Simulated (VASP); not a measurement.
# P in VASP: single point with PBEsol

Aim: the single point of P with PBEsol.

Everything below comes from runs of VASP 6.6.1. Logs are shortened: lines on timing, memory, paths and dates and some standing lists are left out, and cuts for length are marked.

## Step 1: The cell of the first run

The cell holds a slab with vacuum, 4 atoms: a = 3.284 Å, b = 34.857 Å, c = 4.632 Å, α = 90.00°, β = 90.00°, γ = 90.00°.

## Step 2: Single point, PBEsol (mode 4 (126.9 1/cm) frozen in, largest displacement -0.300 Å)

Input file INCAR:

```
PREC     = Accurate       # precision mode
ENCUT    = 520            # plane-wave cutoff, eV
EDIFF    = 1E-6           # SCF threshold, eV
ISMEAR   = 0              # smearing method
SIGMA    = 0.05           # smearing width, eV
LREAL    = F              # projectors in reciprocal space
LASPH    = T              # aspherical terms in the spheres
NELM     = 60             # most SCF steps
ALGO     = Normal         # electronic algorithm
ISIF     = 2              # what is computed and relaxed
LWAVE    = F              # write WAVECAR
LCHARG   = T              # write CHGCAR
GGA      = PS             # functional
LELF     = T              # ELF
LVHAR    = T            
NBANDS   = 18             # bands
```

Input file KPOINTS:

```
regular mesh
0
Gamma
  8 1 6
```

Input file POSCAR:

```
P
1.0
    3.2837277200      0.0000000000      0.0000000000
    0.0000000000     34.8570309900      0.0000000000
    0.0000000000      0.0000000000      4.6320847100
P
4
Direct
    0.0000000000      0.9788680150      0.5921507200
    0.0000000000      0.0383451550      0.4078492800
    0.5000000000      0.0211319850      0.0921507200
    0.5000000000      0.9616548450      0.9078492800
```

Potentials or basis: VASP PAW PBE potentials, release 64 (P).

Run with:

```
$ cat potpaw_PBE.64/P/POTCAR > POTCAR
$ mpirun -np 1 vasp_std > vasp.out
```

OUTCAR:

```text
PREC = Accurate
   ENCUT = 520
   EDIFF = 1E-6
   ISMEAR = 0
   LREAL = F
   LASPH = T
   NELM = 60
   ISIF = 2
   GGA = PS

 ion  position               nearest neighbor table
   1  0.000  0.979  0.592-   2 2.24   4 2.28   4 2.28
   2  0.000  0.038  0.408-   1 2.24   3 2.28   3 2.28
   3  0.500  0.021  0.092-   4 2.24   2 2.28   2 2.28
   4  0.500  0.962  0.908-   3 2.24   1 2.28   1 2.28

  LATTYP: Found a simple orthorhombic cell.
 ALAT       =     3.2837277200
 B/A-ratio  =     1.4106177811
 C/A-ratio  =    10.6150795566

  Lattice vectors:

 A1 = (  -3.2837277200,   0.0000000000,   0.0000000000)
 A2 = (   0.0000000000,   0.0000000000,   4.6320847100)
 A3 = (   0.0000000000,  34.8570309900,   0.0000000000)

Analysis of symmetry for initial positions (statically):
=====================================================================
 Subroutine PRICEL returns:
 Original cell was already a primitive cell.

 Routine SETGRP: Setting up the symmetry group for a
 simple orthorhombic supercell.

 Subroutine GETGRP returns: Found  4 space group operations
 (whereof  2 operations were pure point group operations)
 out of a pool of  8 trial point group operations.

The static configuration has the point symmetry C_1h.
 The point group associated with its full space group is C_2v.

Analysis of symmetry for dynamics (positions and initial velocities):
=====================================================================
 Subroutine PRICEL returns:
 Original cell was already a primitive cell.

 Routine SETGRP: Setting up the symmetry group for a
 simple orthorhombic supercell.

 Subroutine GETGRP returns: Found  4 space group operations
 (whereof  2 operations were pure point group operations)
 out of a pool of  8 trial point group operations.

The dynamic configuration has the point symmetry C_1h.
 The point group associated with its full space group is C_2v.

 Subroutine INISYM returns: Found  4 space group operations
 (whereof  2 operations are pure point group operations),
 and found     1 'primitive' translations

----------------------------------------------------------------------------------------

                                     Primitive cell

  volume of cell :     530.1930

  direct lattice vectors                    reciprocal lattice vectors
     3.283727720  0.000000000  0.000000000     0.304531948  0.000000000  0.000000000
     0.000000000 34.857030990  0.000000000     0.000000000  0.028688617  0.000000000
     0.000000000  0.000000000  4.632084710     0.000000000  0.000000000  0.215885516

  length of vectors
     3.283727720 34.857030990  4.632084710     0.304531948  0.028688617  0.215885516

  position of ions in fractional coordinates (direct lattice)
     0.000000000  0.978868015  0.592150720
     0.000000000  0.038345155  0.407849280
     0.500000000  0.021131985  0.092150720
     0.500000000  0.961654845  0.907849280

  ion indices of the primitive-cell ions
   primitive index   ion index
                 1           1
                 2           2
                 3           3
                 4           4

----------------------------------------------------------------------------------------

 KPOINTS: regular mesh

Automatic generation of k-mesh.
 Grid dimensions read from file:
 generate k-points for:    8    1    6

 Generating k-lattice:

  Cartesian coordinates                     Fractional coordinates (reciprocal lattice)
     0.038066494  0.000000000  0.000000000     0.125000000  0.000000000  0.000000000
     0.000000000  0.028688617  0.000000000     0.000000000  1.000000000  0.000000000
     0.000000000  0.000000000  0.035980919     0.000000000  0.000000000  0.166666667

  Length of vectors
     0.038066494  0.028688617  0.035980919

  Shift w.r.t. Gamma in fractional coordinates (k-lattice)
     0.000000000  0.000000000  0.000000000

 Subroutine IBZKPT returns following result:
 ===========================================

 Found     20 irreducible k-points:

 Following reciprocal coordinates:
            Coordinates               Weight
  0.000000  0.000000  0.000000      1.000000
  0.125000  0.000000  0.000000      2.000000
  0.250000  0.000000  0.000000      2.000000
  0.375000  0.000000  0.000000      2.000000
  0.500000  0.000000  0.000000      1.000000
  0.000000  0.000000  0.166667      2.000000
[... 12 lines left out ...]
  0.375000  0.000000  0.500000      2.000000
  0.500000  0.000000  0.500000      1.000000
   k-points           NKPTS =     20   k-points in BZ     NKDIM =     20   number of bands    NBANDS=     18
   number of dos      NEDOS =    301   number of ions     NIONS =      4
   total plane-waves  NPLWV = 233280
   dimension x,y,z NGX =    24 NGY =  270 NGZ =   36
   dimension x,y,z NGXF=    48 NGYF=  540 NGZF=   72
   ions per type =               4
   NGX,Y,Z   is equivalent  to a cutoff of  12.15, 12.88, 12.92 a.u.
   NGXF,Y,Z  is equivalent  to a cutoff of  24.30, 25.75, 25.84 a.u.
 SYSTEM =  unknown system
   PREC   = accura    normal or accurate (medium, high low for compatibility)
   ISTART =      0    job   : 0-new  1-cont  2-samecut
   ICHARG =      2    charge: 1-file 2-atom 10-const
   ISPIN  =      1    spin polarized calculation?
   LNONCOLLINEAR =      F non collinear calculations
   LSORBIT =      F    spin-orbit coupling
   LASPH  =      T    aspherical Exc in radial PAW
   ENCUT  =  520.0 eV  38.22 Ry    6.18 a.u.   6.11 64.81  8.61*2*pi/ulx,y,z
   NELM   =     60;   NELMIN=  2; NELMDL= -5     # of ELM steps
   EDIFF  = 0.1E-05   stopping-criterion for ELM
   LREAL  =      F    real-space projection
   EDIFFG = 0.1E-04   stopping-criterion for IOM
   NSW    =      0    number of steps for IOM
   IBRION =     -1    ionic relax: 0-MD 1-quasi-New 2-CG
   NFREE  =      0    steps in history (QN), initial steepest desc. (CG)
   ISIF   =      2    stress and relaxation
   ISYM   =      2    0-nonsym 1-usesym 2-fastsym
   POTIM  = 0.5000    time-step for ionic-motion
   TEBEG  =    0.0;   TEEND  =   0.0 temperature during run
   PSTRESS=    0.0 pullay stress
   NELECT =      20.0000    total number of electrons
   NUPDOWN=      -1.0000    fix difference up-down
   EMIN   =  10.00;   EMAX   =-10.00  energy-range for DOS
   EFERMI =   0.00;   METHOD = LEGACY
   ISMEAR =     0;   SIGMA  =   0.05  broadening in eV -4-tet -1-fermi 0-gaus
   EFERMI_NEDOS =   21; number of points for ismear=-14 and -15
   IALGO  =     38    algorithm
   IMIX   =      4    mixing-type and parameters
     AMIX     =   0.40;   BMIX     =  1.00
     AMIX_MAG =   1.60;   BMIX_MAG =  1.00
  volume/ion in A,a.u.               =     132.55       894.48
  Fermi-wavevector in a.u.,A,eV,Ry     =   0.549044  1.037542  4.101461  0.301449
  Thomas-Fermi vector in A             =   1.580001
   LORBIT       =      0    0 simple, 1 ext, 2 COOP (PROOUT), +10 PAW based schemes
   GGA     = PS    functional components
   LHFCALC =     F    Hartree Fock is set to
   AEXX    =    0.0000 exact exchange contribution
   IVDW    =     0    specifies the selected vdW correction
   LEPSILON=     F    determine dielectric tensor
   LRPA    =     F    only Hartree local field effects (RPA)
 non-spin polarized calculation
 Gauss-broadening in eV      SIGMA  =   0.05
  energy-cutoff  :      520.00
  volume of cell :      530.19
 maximum number of plane-waves:     14344
   NGX = 13   NGY =129   NGZ = 17

 number of electron      19.9999997 magnetization

 Free energy of the ion-electron system (eV)
  ---------------------------------------------------
  ext. energy  EPLUGINS =         0.00000000
  ---------------------------------------------------
  free energy    TOTEN  =       -22.24472698 eV

  energy without entropy =      -22.24472698  energy(sigma->0) =      -22.24472698

 E-fermi :  -3.1932     XC(G=0):  -1.7947

 val. band max:       -3.4337455417   @ k =   0.0000   0.0000   0.3333
 cond. band min:      -2.5338869465   @ k =   0.5000   0.0000   0.0000
 fundamental gap:      0.8998585951
 Fermi energy:        -3.1932218358

 k-point     1 :       0.0000    0.0000    0.0000
  band No.  band energies     occupation
      1     -18.2162      2.00000
      2     -15.5756      2.00000
      3     -12.5593      2.00000
      4      -9.4927      2.00000
      5      -8.0121      2.00000
      6      -7.9139      2.00000
[... 10 lines left out ...]
     17       1.5855      0.00000
     18       1.7559      0.00000

 k-point     2 :       0.1250    0.0000    0.0000
  band No.  band energies     occupation
      1     -18.0301      2.00000
      2     -15.3856      2.00000
      3     -12.6174      2.00000
      4      -9.3939      2.00000
      5      -7.9781      2.00000
      6      -7.8456      2.00000
[... 10 lines left out ...]
     17       1.2320      0.00000
     18       1.7753      0.00000

 k-point     3 :       0.2500    0.0000    0.0000
  band No.  band energies     occupation
      1     -17.4788      2.00000
      2     -14.8304      2.00000
      3     -13.0012      2.00000
      4      -9.5316      2.00000
      5      -8.4642      2.00000
      6      -8.3463      2.00000
[... 10 lines left out ...]
     17       2.1240      0.00000
     18       2.3326      0.00000

 k-point     4 :       0.3750    0.0000    0.0000
  band No.  band energies     occupation
      1     -16.5882      2.00000
      2     -14.3161      2.00000
      3     -13.5894      2.00000
      4     -10.9309      2.00000
      5      -8.6299      2.00000
      6      -8.1018      2.00000
[... 291 lines left out ...]
      4     -11.6340      2.00000
      5      -8.4970      2.00000
      6      -8.4970      2.00000
[... 10 lines left out ...]
     17       3.2934      0.00000
     18       3.2934      0.00000

 k-point    19 :       0.3750    0.0000    0.5000
  band No.  band energies     occupation
      1     -15.6133      2.00000
      2     -15.6133      2.00000
      3     -12.2473      2.00000
      4     -12.2473      2.00000
      5      -8.8510      2.00000
      6      -8.8510      2.00000
[... 10 lines left out ...]
     17       3.4647      0.00000
     18       3.4647      0.00000

 k-point    20 :       0.5000    0.0000    0.5000
  band No.  band energies     occupation
      1     -15.0831      2.00000
      2     -15.0831      2.00000
      3     -12.8821      2.00000
      4     -12.8821      2.00000
      5      -8.0991      2.00000
      6      -8.0991      2.00000
[... 10 lines left out ...]
     17       3.3171      0.00000
     18       3.3171      0.00000

------------------------ aborting loop because EDIFF is reached ----------------------------------------

  FORCE on cell =-STRESS in cart. coord.  units (eV):
  Direction    XX          YY          ZZ          XY          YZ          ZX
  --------------------------------------------------------------------------------------
  -------------------------------------------------------------------------------------
  Total       -1.3079035     -1.4761790     -2.8499108      0.0000000      0.0000000      0.0000000
  in kB       -3.9523216     -4.4608289     -8.6120755      0.0000000      0.0000000      0.0000000
  external PRESSURE =      -5.6750753 kB  Pullay stress =       0.0000000 kB

 VOLUME and BASIS-vectors are now :
 -----------------------------------------------------------------------------
  energy-cutoff  :      520.00
  volume of cell :      530.19
      direct lattice vectors                 reciprocal lattice vectors
     3.283727720  0.000000000  0.000000000     0.304531948  0.000000000  0.000000000
     0.000000000 34.857030990  0.000000000     0.000000000  0.028688617  0.000000000
     0.000000000  0.000000000  4.632084710     0.000000000  0.000000000  0.215885516

 POSITION                                       TOTAL-FORCE (eV/Angst)
 -----------------------------------------------------------------------------------
      0.00000     34.12043      2.74289         0.000000     -1.190390      0.426205
      0.00000      1.33660      1.88919         0.000000     -1.202729     -0.426205
      1.64186      0.73660      0.42685         0.000000      1.190390      0.426205
      1.64186     33.52043      4.20523         0.000000      1.202729     -0.426205
 -----------------------------------------------------------------------------------
    total drift:                               -0.000000      0.000000     -0.000009

  FREE ENERGIE OF THE ION-ELECTRON SYSTEM (eV)
  ---------------------------------------------------
  free  energy   TOTEN  =       -22.2447269815 eV

  energy  without entropy=      -22.2447269815  energy(sigma->0) =      -22.24472698
```

It took 8.2 min on 1 thread of AMD EPYC 7R43 (Zen 3), shared host; peak memory 0.51 GiB.

Results:

```yaml
Free_energy: -22.2447 eV
Largest_force: 1.276 eV/Å
Band_gap_on_the_k_mesh: 0.90 eV, indirect (least direct gap 1.91 eV)
```

Forces on the atoms (eV/Å):
```
P    0.000 -1.190  0.426
P    0.000 -1.203 -0.426
P    0.000  1.190  0.426
P    0.000  1.203 -0.426
```

Levels at points of the mesh, in eV from the valence-band top:
```
           k point  band 6  band 7  band 8  band 9  band 10  band 11  band 12  band 13  band 14  band 15
(0.00, 0.00, 0.00)   -4.48   -2.87   -1.06   -1.01    -0.89     1.08     2.39     2.85     3.30     4.37
(0.50, 0.00, 0.00)   -4.73   -3.06   -3.06   -1.63    -1.63     0.90     0.90     2.33     2.33     3.97
(0.00, 0.00, 0.50)   -3.24   -2.00   -2.00   -0.91    -0.91     2.50     2.50     2.98     2.98     3.70
(0.50, 0.00, 0.50)   -4.67   -4.62   -4.62   -0.98    -0.98     1.87     1.87     3.55     3.55     5.11
```

Caveat: the cell differs from its parent crystal (mode 4 (126.9 1/cm) frozen in, largest displacement -0.300 Å); the PAW data sets were made with another functional, which shifts forces and pressure a little.
